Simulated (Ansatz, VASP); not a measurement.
# FePt in VASP and in Ansatz

```
Fe Pt
1.0
     2.73391    0.00000    0.00000
     0.00000    2.73391    0.00000
     0.00000    0.00000    3.75557
Fe Pt
1 1
Direct
  0.50000 0.50000 0.50000
  0.00000 0.00000 0.00000
```

Alike in both runs: functional PBE; k mesh 8 × 8 × 6; occupations gaussian, width 0.05 eV; collinear spin.

Ansatz relaxed the structure, and its values are those at the end. VASP's run is a single point on that final structure, the one shown.

```csv
,VASP,Ansatz
version,VASP 6.6.1,Ansatz 0.2.0
potentials or method,"VASP PAW PBE potentials, release 64 (Fe, Pt), cutoff 520 eV","scalar-relativistic, plane waves, PAW"
valence electrons in the cell,18,34
```

Ansatz gave:

* gap on the k mesh at the Fermi level (eV): none
* pressure (GPa): -0.1
* net moment per atom (μB): 1.67
* size of the moment on the site where the two differ most (μB): 0.40

Q: Estimate VASP's values.

A: gap on the k mesh at the Fermi level (eV): none; pressure (GPa): -0.6; net moment per atom (μB): 1.67; size of the moment on the site where the two differ most (μB): 0.35.

Site moments also hang on the region over which each program counts them. A gap of «none» marks a metal or a gap that the smearing closes. VASP's potentials hold 18 valence electrons a cell and Ansatz's 34, so a difference there can come from the potentials and not from the codes.

Spin-orbit coupling is off throughout.
